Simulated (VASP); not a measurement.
# Be2Cd2O (P-3m1) in VASP: a series of runs

Be2Cd2O is run at these levels: PBE; tasks: single point, relaxation of cell and atoms.

All numbers are computed with VASP 6.6.1; they aren't measurements. Logs are shortened: lines on timing, memory, paths and dates and some standing lists are left out, and cuts for length are marked.

## (1) The cell of the first run

The structure is trigonal, space group P-3m1 (No. 164). The conventional cell has a = 3.420 Å, b = 3.420 Å, c = 7.080 Å, α = 90.00°, β = 90.00°, γ = 120.00°. Within 2.8 Å of Be (site symmetry 3m) lie 3 Be at 2.13 Å and 4 Cd at 2.54 to 2.64 Å. Cd (site symmetry 3m) has 3 O at 2.42 Å and 4 Be at 2.54 to 2.64 Å within 3.2 Å. Within 3.2 Å of O (site symmetry -3m) lie 6 Cd at 2.42 Å.

## (2) Single point, PBE

The input, INCAR:

```
PREC = Accurate
ENCUT = 520
EDIFF = 1E-6
ISMEAR = 0
SIGMA = 0.1
LREAL = False
LASPH = True
NELM = 80
ALGO = Normal
ISIF = 2
LWAVE = False
LCHARG = False
GGA = PE
NBANDS = 25
```

The input, KPOINTS:

```
regular mesh
0
Gamma
  6 6 4
```

The input, POSCAR:

```
Be2Cd2O
1.0
    3.4201602235      0.0000000027      0.0000000000
   -1.7100801141      2.9619456372      0.0000000000
    0.0000000000      0.0000000000      7.0800697718
Be Cd O
2 2 1
Direct
    0.3333333333      0.6666666667      0.5560122784
    0.6666666667      0.3333333333      0.4439877216
    0.3333333333      0.6666666667      0.1975578432
    0.6666666667      0.3333333333      0.8024421568
    0.0000000000      0.0000000000      0.0000000000
```

Potentials or basis: VASP PAW PBE potentials, release 64 (Be, Cd, O).

Started as:

```console
$ cat potpaw_PBE.64/Be/POTCAR potpaw_PBE.64/Cd/POTCAR potpaw_PBE.64/O/POTCAR > POTCAR
$ mpirun -np 1 vasp_std > vasp.out
```

OUTCAR:

```text
PREC = Accurate
   ENCUT = 520
   EDIFF = 1E-6
   ISMEAR = 0
   LREAL = False
   LASPH = True
   NELM = 80
   ISIF = 2
   GGA = PE

 ion  position               nearest neighbor table
   1  0.333  0.667  0.556-   2 2.13   2 2.13   2 2.13   3 2.54   4 2.64   4 2.64   4 2.64
   2  0.667  0.333  0.444-   1 2.13   1 2.13   1 2.13   4 2.54   3 2.64   3 2.64   3 2.64
   3  0.333  0.667  0.198-   5 2.42   5 2.42   5 2.42   1 2.54   2 2.64   2 2.64   2 2.64   4 3.42
                             4 3.42   4 3.42
   4  0.667  0.333  0.802-   5 2.42   5 2.42   5 2.42   2 2.54   1 2.64   1 2.64   1 2.64   3 3.42
                             3 3.42   3 3.42
   5  0.000  0.000  0.000-   3 2.42   4 2.42   3 2.42   4 2.42   4 2.42   3 2.42

  LATTYP: Found a hexagonal cell.
 ALAT       =     3.4201602235
 C/A-ratio  =     2.0700988577

  Lattice vectors:

 A1 = (   3.4201602235,   0.0000000027,   0.0000000000)
 A2 = (  -1.7100801141,   2.9619456372,   0.0000000000)
 A3 = (   0.0000000000,   0.0000000000,   7.0800697718)

Analysis of symmetry for initial positions (statically):
=====================================================================
 Subroutine PRICEL returns:
 Original cell was already a primitive cell.

 Routine SETGRP: Setting up the symmetry group for a
 hexagonal supercell.

 Subroutine GETGRP returns: Found 12 space group operations
 (whereof 12 operations were pure point group operations)
 out of a pool of 24 trial point group operations.

The static configuration has the point symmetry D_3d.

Analysis of symmetry for dynamics (positions and initial velocities):
=====================================================================
 Subroutine PRICEL returns:
 Original cell was already a primitive cell.

 Routine SETGRP: Setting up the symmetry group for a
 hexagonal supercell.

 Subroutine GETGRP returns: Found 12 space group operations
 (whereof 12 operations were pure point group operations)
 out of a pool of 24 trial point group operations.

The dynamic configuration has the point symmetry D_3d.

 Subroutine INISYM returns: Found 12 space group operations
 (whereof 12 operations are pure point group operations),
 and found     1 'primitive' translations

----------------------------------------------------------------------------------------

                                     Primitive cell

  volume of cell :      71.7234

  direct lattice vectors                    reciprocal lattice vectors
     3.420160223  0.000000003  0.000000000     0.292383963  0.168807960  0.000000000
    -1.710080114  2.961945637  0.000000000    -0.000000000  0.337615919  0.000000000
     0.000000000  0.000000000  7.080069772     0.000000000  0.000000000  0.141241546

  length of vectors
     3.420160223  3.420160223  7.080069772     0.337615919  0.337615919  0.141241546

  position of ions in fractional coordinates (direct lattice)
     0.333333333  0.666666667  0.556012278
     0.666666667  0.333333333  0.443987722
     0.333333333  0.666666667  0.197557843
     0.666666667  0.333333333  0.802442157
     0.000000000  0.000000000  0.000000000

  ion indices of the primitive-cell ions
   primitive index   ion index
                 1           1
                 2           2
                 3           3
                 4           4
                 5           5

----------------------------------------------------------------------------------------

 KPOINTS: regular mesh

Automatic generation of k-mesh.
 Grid dimensions read from file:
 generate k-points for:    6    6    4

 Generating k-lattice:

  Cartesian coordinates                     Fractional coordinates (reciprocal lattice)
     0.048730660  0.028134660  0.000000000     0.166666667  0.000000000  0.000000000
    -0.000000000  0.056269320  0.000000000     0.000000000  0.166666667  0.000000000
     0.000000000  0.000000000  0.035310386     0.000000000  0.000000000  0.250000000

  Length of vectors
     0.056269320  0.056269320  0.035310386

  Shift w.r.t. Gamma in fractional coordinates (k-lattice)
     0.000000000  0.000000000  0.000000000

 Subroutine IBZKPT returns following result:
 ===========================================

 Found     24 irreducible k-points:

 Following reciprocal coordinates:
            Coordinates               Weight
  0.000000  0.000000  0.000000      1.000000
  0.166667  0.000000  0.000000      6.000000
  0.333333 -0.000000  0.000000      6.000000
  0.500000  0.000000  0.000000      3.000000
  0.166667  0.166667  0.000000      6.000000
  0.333333  0.166667  0.000000     12.000000
[... 16 lines left out ...]
  0.333333  0.166667  0.500000     12.000000
  0.333333  0.333333  0.500000      2.000000
   k-points           NKPTS =     24   k-points in BZ     NKDIM =     24   number of bands    NBANDS=     25
   number of dos      NEDOS =    301   number of ions     NIONS =      5
   total plane-waves  NPLWV =  42336
   dimension x,y,z NGX =    28 NGY =   28 NGZ =   54
   dimension x,y,z NGXF=    56 NGYF=   56 NGZF=  108
   ions per type =               2   2   1
   NGX,Y,Z   is equivalent  to a cutoff of  13.61, 13.61, 12.68 a.u.
   NGXF,Y,Z  is equivalent  to a cutoff of  27.22, 27.22, 25.36 a.u.
 SYSTEM =  unknown system
   PREC   = accura    normal or accurate (medium, high low for compatibility)
   ISTART =      0    job   : 0-new  1-cont  2-samecut
   ICHARG =      2    charge: 1-file 2-atom 10-const
   ISPIN  =      1    spin polarized calculation?
   LNONCOLLINEAR =      F non collinear calculations
   LSORBIT =      F    spin-orbit coupling
   LASPH  =      T    aspherical Exc in radial PAW
   ENCUT  =  520.0 eV  38.22 Ry    6.18 a.u.   6.36  6.36 13.16*2*pi/ulx,y,z
   NELM   =     80;   NELMIN=  2; NELMDL= -5     # of ELM steps
   EDIFF  = 0.1E-05   stopping-criterion for ELM
   LREAL  =      F    real-space projection
   EDIFFG = 0.1E-04   stopping-criterion for IOM
   NSW    =      0    number of steps for IOM
   IBRION =     -1    ionic relax: 0-MD 1-quasi-New 2-CG
   NFREE  =      0    steps in history (QN), initial steepest desc. (CG)
   ISIF   =      2    stress and relaxation
   ISYM   =      2    0-nonsym 1-usesym 2-fastsym
   POTIM  = 0.5000    time-step for ionic-motion
   TEBEG  =    0.0;   TEEND  =   0.0 temperature during run
   PSTRESS=    0.0 pullay stress
   NELECT =      34.0000    total number of electrons
   NUPDOWN=      -1.0000    fix difference up-down
   EMIN   =  10.00;   EMAX   =-10.00  energy-range for DOS
   EFERMI =   0.00;   METHOD = LEGACY
   ISMEAR =     0;   SIGMA  =   0.10  broadening in eV -4-tet -1-fermi 0-gaus
   EFERMI_NEDOS =   21; number of points for ismear=-14 and -15
   IALGO  =     38    algorithm
   IMIX   =      4    mixing-type and parameters
     AMIX     =   0.40;   BMIX     =  1.00
     AMIX_MAG =   1.60;   BMIX_MAG =  1.00
  volume/ion in A,a.u.               =      14.34        96.80
  Fermi-wavevector in a.u.,A,eV,Ry     =   1.276480  2.412198 22.169359  1.629402
  Thomas-Fermi vector in A             =   2.409134
   LORBIT       =      0    0 simple, 1 ext, 2 COOP (PROOUT), +10 PAW based schemes
   GGA     = PE    functional components
   LHFCALC =     F    Hartree Fock is set to
   AEXX    =    0.0000 exact exchange contribution
   IVDW    =     0    specifies the selected vdW correction
   LEPSILON=     F    determine dielectric tensor
   LRPA    =     F    only Hartree local field effects (RPA)
 non-spin polarized calculation
 Gauss-broadening in eV      SIGMA  =   0.10
  energy-cutoff  :      520.00
  volume of cell :       71.72
 maximum number of plane-waves:      1947
 NGX is ok and might be reduce to    28
   NGX = 13   NGY = 13   NGZ = 27

 number of electron      33.9999991 magnetization

 Free energy of the ion-electron system (eV)
  ---------------------------------------------------
  ext. energy  EPLUGINS =         0.00000000
  ---------------------------------------------------
  free energy    TOTEN  =       -13.58221728 eV

  energy without entropy =      -13.56902919  energy(sigma->0) =      -13.57562324

 E-fermi :   3.3466     XC(G=0): -10.6401

 val. band max:        3.3394367116   @ k =   0.3333   0.3333   0.0000
 cond. band min:       3.3745657674   @ k =   0.3333   0.1667   0.0000
 fundamental gap:      0.0351290558
 Fermi energy:         3.3466345355

 k-point     1 :       0.0000    0.0000    0.0000
  band No.  band energies     occupation
      1     -14.9309      2.00000
      2      -5.8012      2.00000
      3      -5.7229      2.00000
      4      -5.6183      2.00000
      5      -5.6183      2.00000
      6      -5.3759      2.00000
[... 17 lines left out ...]
     24      13.7690      0.00000
     25      13.9639      0.00000

 k-point     2 :       0.1667    0.0000    0.0000
  band No.  band energies     occupation
      1     -14.8600      2.00000
      2      -5.7786      2.00000
      3      -5.6780      2.00000
      4      -5.5545      2.00000
      5      -5.5457      2.00000
      6      -5.4487      2.00000
[... 17 lines left out ...]
     24      11.4963      0.00000
     25      12.0632      0.00000

 k-point     3 :       0.3333   -0.0000    0.0000
  band No.  band energies     occupation
      1     -14.7170      2.00000
      2      -5.7833      2.00000
      3      -5.7010      2.00000
      4      -5.6254      2.00000
      5      -5.5595      2.00000
      6      -5.4087      2.00000
[... 552 lines left out ...]
 k-point    23 :       0.3333    0.1667    0.5000
  band No.  band energies     occupation
      1     -14.6457      2.00000
      2      -5.8179      2.00000
      3      -5.6774      2.00000
      4      -5.6379      2.00000
      5      -5.5558      2.00000
      6      -5.3082      2.00000
[... 17 lines left out ...]
     24      10.7004      0.00000
     25      11.3595      0.00000

 k-point    24 :       0.3333    0.3333    0.5000
  band No.  band energies     occupation
      1     -14.6104      2.00000
      2      -5.7702      2.00000
      3      -5.7702      2.00000
      4      -5.4814      2.00000
      5      -5.3909      2.00000
      6      -5.3909      2.00000
[... 17 lines left out ...]
     24      10.3273      0.00000
     25      10.8616      0.00000

------------------------ aborting loop because EDIFF is reached ----------------------------------------

  FORCE on cell =-STRESS in cart. coord.  units (eV):
  Direction    XX          YY          ZZ          XY          YZ          ZX
  --------------------------------------------------------------------------------------
  -------------------------------------------------------------------------------------
  Total        0.2271209      0.2271209      0.2953862     -0.0000000      0.0000000      0.0000000
  in kB        5.0734881      5.0734881      6.5984173     -0.0000000      0.0000000      0.0000000
  external PRESSURE =       5.5817978 kB  Pullay stress =       0.0000000 kB

 VOLUME and BASIS-vectors are now :
 -----------------------------------------------------------------------------
  energy-cutoff  :      520.00
  volume of cell :       71.72
      direct lattice vectors                 reciprocal lattice vectors
     3.420160223  0.000000003  0.000000000     0.292383963  0.168807960  0.000000000
    -1.710080114  2.961945637  0.000000000    -0.000000000  0.337615919  0.000000000
     0.000000000  0.000000000  7.080069772     0.000000000  0.000000000  0.141241546

 POSITION                                       TOTAL-FORCE (eV/Angst)
 -----------------------------------------------------------------------------------
     -0.00000      1.97463      3.93661         0.000000     -0.000000      0.016233
      1.71008      0.98732      3.14346        -0.000000     -0.000000     -0.016233
     -0.00000      1.97463      1.39872        -0.000000     -0.000000      0.049689
      1.71008      0.98732      5.68135         0.000000      0.000000     -0.049689
      0.00000      0.00000      0.00000        -0.000000      0.000000      0.000000
 -----------------------------------------------------------------------------------
    total drift:                                0.000000      0.000000      0.000000

  FREE ENERGIE OF THE ION-ELECTRON SYSTEM (eV)
  ---------------------------------------------------
  free  energy   TOTEN  =       -13.5822172808 eV

  energy  without entropy=      -13.5690291902  energy(sigma->0) =      -13.57562324
```

Run time: 21 s. Hardware: 1 thread of Intel Xeon 6975P-C (Granite Rapids), shared host; peak memory 0.2 GiB.

What came out:

* Free energy: -13.5822 eV
* Pressure: 0.6 GPa
* Largest force: 0.050 eV/Å
* Band gap on the k mesh: zero (band 17 reaches 4.59 eV, above the bottom of band 18 at 3.05 eV)

Forces in eV/Å, atoms in the order of the input:
```
Be   0.000  0.000  0.016
Be   0.000  0.000 -0.016
Cd   0.000  0.000  0.050
Cd   0.000  0.000 -0.050
O    0.000  0.000  0.000
```

Stress tensor (GPa, compression positive):
```
0.51 0.00 0.00
0.00 0.51 0.00
0.00 0.00 0.66
```

(Continued in part 2 of 3.)
